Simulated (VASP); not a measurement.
# HfH2 (I4/mmm) in VASP: a series of runs, part 2 of 3

VASP 6.6.1. Earlier steps stand in the parts before.

**4. Electric field gradients, LDA (equal xx and yy strain of +2 %)**

The input, INCAR:

```
PREC = Accurate ; ENCUT = 520
EDIFF = 1E-8 ; ISMEAR = -1
SIGMA = 0.03 ; LREAL = F
LASPH = T ; NELM = 80
ALGO = Normal ; ISIF = 2
LWAVE = F ; LCHARG = F
LEFG = T ; NBANDS = 13
```

The input, KPOINTS:

```
regular mesh
0
Gamma
  12 12 12
```

The input, POSCAR:

```
HfH2
1.0
   -1.7737800000      1.7737800000      2.1805000000
    1.7737800000     -1.7737800000      2.1805000000
    1.7737800000      1.7737800000     -2.1805000000
Hf H
1 2
Direct
    0.0000000000      0.0000000000      0.0000000000
    0.7500000000      0.2500000000      0.5000000000
    0.2500000000      0.7500000000      0.5000000000
```

Potentials or basis: VASP PAW LDA potentials, release 64 (Hf_pv, H).

Started as:

```
> cat potpaw_LDA.64/Hf_pv/POTCAR potpaw_LDA.64/H/POTCAR > POTCAR
> mpirun -np 1 vasp_std > vasp.out
```

OUTCAR:

```text
PREC = Accurate
   ENCUT = 520
   EDIFF = 1E-8
   ISMEAR = -1
   LREAL = F
   LASPH = T
   NELM = 80
   ISIF = 2

 ion  position               nearest neighbor table
   1  0.000  0.000  0.000-   2 2.08   3 2.08   2 2.08   3 2.08   2 2.08   3 2.08   2 2.08   3 2.08

   2  0.750  0.250  0.500-   1 2.08   1 2.08   1 2.08   1 2.08
   3  0.250  0.750  0.500-   1 2.08   1 2.08   1 2.08   1 2.08

  LATTYP: Found a body centered tetragonal cell.
 ALAT       =     3.5475600000
 C/A-ratio  =     1.2292956285

  Lattice vectors:

 A1 = (  -1.7737800000,   1.7737800000,   2.1805000000)
 A2 = (   1.7737800000,  -1.7737800000,   2.1805000000)
 A3 = (   1.7737800000,   1.7737800000,  -2.1805000000)

Analysis of symmetry for initial positions (statically):
=====================================================================
 Subroutine PRICEL returns:
 Original cell was already a primitive cell.

 Routine SETGRP: Setting up the symmetry group for a
 body centered tetragonal supercell.

 Subroutine GETGRP returns: Found 16 space group operations
 (whereof 16 operations were pure point group operations)
 out of a pool of 16 trial point group operations.

The static configuration has the point symmetry D_4h.

Analysis of symmetry for dynamics (positions and initial velocities):
=====================================================================
 Subroutine PRICEL returns:
 Original cell was already a primitive cell.

 Routine SETGRP: Setting up the symmetry group for a
 body centered tetragonal supercell.

 Subroutine GETGRP returns: Found 16 space group operations
 (whereof 16 operations were pure point group operations)
 out of a pool of 16 trial point group operations.

The dynamic configuration has the point symmetry D_4h.

 Subroutine INISYM returns: Found 16 space group operations
 (whereof 16 operations are pure point group operations),
 and found     1 'primitive' translations

----------------------------------------------------------------------------------------

                                     Primitive cell

  volume of cell :      27.4420

  direct lattice vectors                    reciprocal lattice vectors
    -1.773780000  1.773780000  2.180500000     0.000000000  0.281883886  0.229305205
     1.773780000 -1.773780000  2.180500000     0.281883886  0.000000000  0.229305205
     1.773780000  1.773780000 -2.180500000     0.281883886  0.281883886  0.000000000

  length of vectors
     3.323728513  3.323728513  3.323728513     0.363372264  0.363372264  0.398644015

  position of ions in fractional coordinates (direct lattice)
     0.000000000  0.000000000  0.000000000
     0.750000000  0.250000000  0.500000000
     0.250000000  0.750000000  0.500000000

  ion indices of the primitive-cell ions
   primitive index   ion index
                 1           1
                 2           2
                 3           3
[... 91 lines left out ...]
     AMIX     =   0.40;   BMIX     =  1.00
     AMIX_MAG =   1.60;   BMIX_MAG =  1.00
  volume/ion in A,a.u.               =       9.15        61.73
  Fermi-wavevector in a.u.,A,eV,Ry     =   1.242596  2.348166 21.008015  1.544046
  Thomas-Fermi vector in A             =   2.376944
   LORBIT       =      0    0 simple, 1 ext, 2 COOP (PROOUT), +10 PAW based schemes
   GGA     = CA    functional components
   LHFCALC =     F    Hartree Fock is set to
   AEXX    =    0.0000 exact exchange contribution
   IVDW    =     0    specifies the selected vdW correction
   LEPSILON=     F    determine dielectric tensor
   LRPA    =     F    only Hartree local field effects (RPA)
 non-spin polarized calculation
  energy-cutoff  :      520.00
  volume of cell :       27.44
 maximum number of plane-waves:       758
 NGX is ok and might be reduce to    28
   NGX = 13   NGY = 13   NGZ = 13

 number of electron      11.9999999 magnetization

 Free energy of the ion-electron system (eV)
  ---------------------------------------------------
  ext. energy  EPLUGINS =         0.00000000
  ---------------------------------------------------
  free energy    TOTEN  =       -19.38323122 eV

  energy without entropy =      -19.38163545  energy(sigma->0) =      -19.38243334

 E-fermi :   4.9327     XC(G=0): -11.4304

 val. band max:        4.9258135854   @ k =  -0.1667  -0.1667   0.1667
 cond. band min:       4.9473920608   @ k =  -0.0833   0.4167   0.0833
 fundamental gap:      0.0215784754
 Fermi energy:         4.9327430193

 k-point     1 :       0.0000    0.0000    0.0000
  band No.  band energies     occupation
      1     -25.9747      2.00000
      2     -25.9747      2.00000
      3     -25.9210      2.00000
      4      -5.9951      2.00000
      5       3.8648      2.00000
      6       4.4662      2.00000
      7       4.4662      2.00000
      8       5.3187      0.00001
      9       6.5442      0.00000
     10       7.9289      0.00000
     11      16.2811      0.00000
     12      16.3827      0.00000
     13      16.5328      0.00000
[... 354 lines left out ...]
  band No.  band energies     occupation
      1     -26.3516      2.00000
      2     -26.0928      2.00000
      3     -26.0080      2.00000
      4      -3.1039      2.00000
      5      -0.3427      2.00000
      6       3.6275      2.00000
      7       5.8827      0.00000
      8       7.7383      0.00000
      9       8.6494      0.00000
     10      11.0389      0.00000
     11      12.3438      0.00000
     12      13.9774      0.00000
     13      16.1864      0.00000

 [... further k-points ...]

------------------------ aborting loop because EDIFF is reached ----------------------------------------

  FORCE on cell =-STRESS in cart. coord.  units (eV):
  Direction    XX          YY          ZZ          XY          YZ          ZX
  --------------------------------------------------------------------------------------
  -------------------------------------------------------------------------------------
  Total       -2.3664978     -2.3664978     -2.2171089      0.0000000      0.0000000     -0.0000000
  in kB     -138.1659740   -138.1659740   -129.4440261      0.0000000      0.0000000     -0.0000000
  external PRESSURE =    -135.2586580 kB  Pullay stress =       0.0000000 kB

 VOLUME and BASIS-vectors are now :
 -----------------------------------------------------------------------------
  energy-cutoff  :      520.00
  volume of cell :       27.44
      direct lattice vectors                 reciprocal lattice vectors
    -1.773780000  1.773780000  2.180500000     0.000000000  0.281883886  0.229305205
     1.773780000 -1.773780000  2.180500000     0.281883886  0.000000000  0.229305205
     1.773780000  1.773780000 -2.180500000     0.281883886  0.281883886  0.000000000

 POSITION                                       TOTAL-FORCE (eV/Angst)
 -----------------------------------------------------------------------------------
      0.00000      0.00000      0.00000         0.000000     -0.000000      0.000000
      0.00000      1.77378      1.09025        -0.000000      0.000000     -0.000000
      1.77378      0.00000      1.09025         0.000000      0.000000      0.000000
 -----------------------------------------------------------------------------------
    total drift:                               -0.000000     -0.000000      0.000000

  FREE ENERGIE OF THE ION-ELECTRON SYSTEM (eV)
  ---------------------------------------------------
  free  energy   TOTEN  =       -19.3832312229 eV

  energy  without entropy=      -19.3816354474  energy(sigma->0) =      -19.38243334

 Electric field gradients (V/A^2)
---------------------------------------------------------------------
 ion       V_xx      V_yy      V_zz      V_xy      V_xz      V_yz
---------------------------------------------------------------------
   1      14.168    14.168   -28.336     0.000     0.000     0.000
   2       0.068     0.068    -0.137    -0.001    -0.001    -0.001
   3       0.068     0.068    -0.137    -0.001    -0.001    -0.001
---------------------------------------------------------------------

 Electric field gradients after diagonalization (V/A^2)
 (convention: |V_zz| > |V_xx| > |V_yy|)
----------------------------------------------------------------------
 ion       V_xx      V_yy      V_zz     asymmetry (V_yy - V_xx)/ V_zz
----------------------------------------------------------------------
   1      14.168    14.168   -28.336       0.000
   2       0.069     0.068    -0.137       0.008
   3       0.069     0.068    -0.137       0.008
----------------------------------------------------------------------

           NMR quadrupolar parameters

 Cq : quadrupolar parameter    Cq=e*Q*V_zz/h
 eta: asymmetry parameters     (V_yy - V_xx)/ V_zz
 Q  : nuclear electric quadrupole moment in mb (millibarn)
----------------------------------------------------------------------
 ion       Cq(MHz)       eta       Q (mb)
----------------------------------------------------------------------
   1      -0.069       0.000       1.000
   2      -0.000       0.008       1.000
   3      -0.000       0.008       1.000
----------------------------------------------------------------------
```

Run time: 38 s. Hardware: 1 thread of Intel Xeon Platinum 8559C (Emerald Rapids), shared host; peak memory 0.19 GiB.

Results:

| Property | Result |
| --- | --- |
| Free energy | -19.3832 eV |
| Pressure | -13.5 GPa |
| Band gap on the k mesh | zero (bands 6 and 7 overlap by 1.11 eV) |
| Largest electric field gradient by atom | Hf -28.3; H -0.1 V/Å² |

Electric field gradients, principal values (V/Å²):
```csv
atom,least,middle,greatest (by size)
1 Hf,14.168,14.168,-28.336
2 H,0.068,0.069,-0.137
3 H,0.068,0.069,-0.137
```

Caveat: the cell differs from its parent crystal (equal xx and yy strain of +2 %); the cell stands under tension; without QUAD_EFG the Cq values of the log hold for a quadrupole moment of 1 mb, not for the nuclei; spin-orbit coupling is left out, which moves the levels of the heavy elements.

**5. Electric field gradients, LDA**

This run uses another cell than the first one, of 8.79 Å³/atom.

The input, INCAR:

```
ALGO = Normal ; EDIFF = 1E-8
ENCUT = 520 ; GGA = CA
ISIF = 2 ; ISMEAR = -1
LASPH = True ; LCHARG = False
LEFG = True ; LREAL = False
LWAVE = False ; NBANDS = 13
NELM = 80 ; PREC = Accurate
SIGMA = 0.03
```

The input, KPOINTS:

```
k-points
0
Gamma
  12 12 12
```

The input, POSCAR:

```
HfH2
1.0
   -1.7390000000      1.7390000000      2.1805000000
    1.7390000000     -1.7390000000      2.1805000000
    1.7390000000      1.7390000000     -2.1805000000
Hf H
1 2
Direct
    0.0000000000      0.0000000000      0.0000000000
    0.7500000000      0.2500000000      0.5000000000
    0.2500000000      0.7500000000      0.5000000000
```

Potentials or basis: VASP PAW LDA potentials, release 64 (Hf_pv, H).

Started as:

```
> cat potpaw_LDA.64/Hf_pv/POTCAR potpaw_LDA.64/H/POTCAR > POTCAR
> mpirun -np 1 vasp_std > vasp.out
```

OUTCAR:

```text
EDIFF = 1E-8
   ENCUT = 520
   GGA = CA
   ISIF = 2
   ISMEAR = -1
   LASPH = True
   LREAL = False
   NELM = 80
   PREC = Accurate

 ion  position               nearest neighbor table
   1  0.000  0.000  0.000-   2 2.05   3 2.05   2 2.05   3 2.05   2 2.05   3 2.05   2 2.05   3 2.05

   2  0.750  0.250  0.500-   1 2.05   1 2.05   1 2.05   1 2.05
   3  0.250  0.750  0.500-   1 2.05   1 2.05   1 2.05   1 2.05

  LATTYP: Found a body centered tetragonal cell.
 ALAT       =     3.4780000000
 C/A-ratio  =     1.2538815411

  Lattice vectors:

 A1 = (  -1.7390000000,   1.7390000000,   2.1805000000)
 A2 = (   1.7390000000,  -1.7390000000,   2.1805000000)
 A3 = (   1.7390000000,   1.7390000000,  -2.1805000000)

Analysis of symmetry for initial positions (statically):
=====================================================================
 Subroutine PRICEL returns:
 Original cell was already a primitive cell.

 Routine SETGRP: Setting up the symmetry group for a
 body centered tetragonal supercell.

 Subroutine GETGRP returns: Found 16 space group operations
 (whereof 16 operations were pure point group operations)
 out of a pool of 16 trial point group operations.

The static configuration has the point symmetry D_4h.

Analysis of symmetry for dynamics (positions and initial velocities):
=====================================================================
 Subroutine PRICEL returns:
 Original cell was already a primitive cell.

 Routine SETGRP: Setting up the symmetry group for a
 body centered tetragonal supercell.

 Subroutine GETGRP returns: Found 16 space group operations
 (whereof 16 operations were pure point group operations)
[... 540 lines left out ...]
     13      16.7633      0.00000

 [... further k-points ...]

------------------------ aborting loop because EDIFF is reached ----------------------------------------

  FORCE on cell =-STRESS in cart. coord.  units (eV):
  Direction    XX          YY          ZZ          XY          YZ          ZX
  --------------------------------------------------------------------------------------
  -------------------------------------------------------------------------------------
  Total       -1.3457234     -1.3457234     -1.5182466      0.0000000      0.0000000      0.0000000
  in kB      -81.7431067    -81.7431067    -92.2226612      0.0000000      0.0000000      0.0000000
  external PRESSURE =     -85.2362915 kB  Pullay stress =       0.0000000 kB

 VOLUME and BASIS-vectors are now :
 -----------------------------------------------------------------------------
  energy-cutoff  :      520.00
  volume of cell :       26.38
      direct lattice vectors                 reciprocal lattice vectors
    -1.739000000  1.739000000  2.180500000     0.000000000  0.287521564  0.229305205
     1.739000000 -1.739000000  2.180500000     0.287521564  0.000000000  0.229305205
     1.739000000  1.739000000 -2.180500000     0.287521564  0.287521564  0.000000000

 POSITION                                       TOTAL-FORCE (eV/Angst)
 -----------------------------------------------------------------------------------
      0.00000      0.00000      0.00000         0.000000      0.000000      0.000000
     -0.00000      1.73900      1.09025        -0.000000     -0.000000      0.000000
      1.73900     -0.00000      1.09025         0.000000      0.000000     -0.000000
 -----------------------------------------------------------------------------------
    total drift:                                0.000000      0.000000      0.000000

  FREE ENERGIE OF THE ION-ELECTRON SYSTEM (eV)
  ---------------------------------------------------
  free  energy   TOTEN  =       -19.4557735285 eV

  energy  without entropy=      -19.4538583430  energy(sigma->0) =      -19.45481594

 Electric field gradients (V/A^2)
---------------------------------------------------------------------
 ion       V_xx      V_yy      V_zz      V_xy      V_xz      V_yz
---------------------------------------------------------------------
   1      13.195    13.195   -26.391     0.001     0.000     0.000
   2       0.053     0.053    -0.105     0.002     0.001     0.001
   3       0.053     0.053    -0.105     0.002     0.001     0.001
---------------------------------------------------------------------

 Electric field gradients after diagonalization (V/A^2)
 (convention: |V_zz| > |V_xx| > |V_yy|)
----------------------------------------------------------------------
 ion       V_xx      V_yy      V_zz     asymmetry (V_yy - V_xx)/ V_zz
----------------------------------------------------------------------
   1      13.196    13.195   -26.391       0.000
   2       0.054     0.051    -0.105       0.031
   3       0.054     0.051    -0.105       0.031
----------------------------------------------------------------------

           NMR quadrupolar parameters

 Cq : quadrupolar parameter    Cq=e*Q*V_zz/h
 eta: asymmetry parameters     (V_yy - V_xx)/ V_zz
 Q  : nuclear electric quadrupole moment in mb (millibarn)
----------------------------------------------------------------------
 ion       Cq(MHz)       eta       Q (mb)
----------------------------------------------------------------------
   1      -0.064       0.000       1.000
   2      -0.000       0.031       1.000
   3      -0.000       0.031       1.000
----------------------------------------------------------------------
```

Wall time 66 s (1 thread of Intel Xeon 8259CL, shared host); peak memory 0.18 GiB.

What came out:

```yaml
Free_energy: -19.4558 eV
Pressure: -8.5 GPa
Band_gap_on_the_k_mesh: zero (bands 6 and 7 overlap by 1.07 eV)
Largest_electric_field_gradient_by_atom: Hf -26.4; H -0.1 V/Å²
```

Levels at points of the mesh, in eV from the Fermi level:
| k point | band 3 | band 4 | band 5 | band 6 | band 7 | band 8 | band 9 | band 10 |
| --- | --- | --- | --- | --- | --- | --- | --- | --- |
| (0.00, 0.00, 0.00) | -30.72 | -11.14 | -1.13 | -0.48 | -0.48 | 0.29 | 1.83 | 3.15 |
| (0.50, 0.00, 0.00) | -30.78 | -8.28 | -5.03 | -0.81 | 0.54 | 3.74 | 4.70 | 4.78 |
| (0.50, 0.50, 0.00) | -30.88 | -6.53 | -5.58 | -4.07 | 3.87 | 4.11 | 5.22 | 6.46 |
| (0.50, 0.50, 0.50) | -31.04 | -7.59 | -4.18 | -3.76 | 4.53 | 4.64 | 4.64 | 5.67 |

Electric field gradients, principal values (V/Å²):
```tsv
atom	least	middle	greatest (by size)
1 Hf	13.195	13.196	-26.391
2 H	0.051	0.054	-0.105
3 H	0.051	0.054	-0.105
```

Caveat: the cell stands under tension; without QUAD_EFG the Cq values of the log hold for a quadrupole moment of 1 mb, not for the nuclei; spin-orbit coupling is left out, which moves the levels of the heavy elements.

(Part 2 of 3 ends here.)
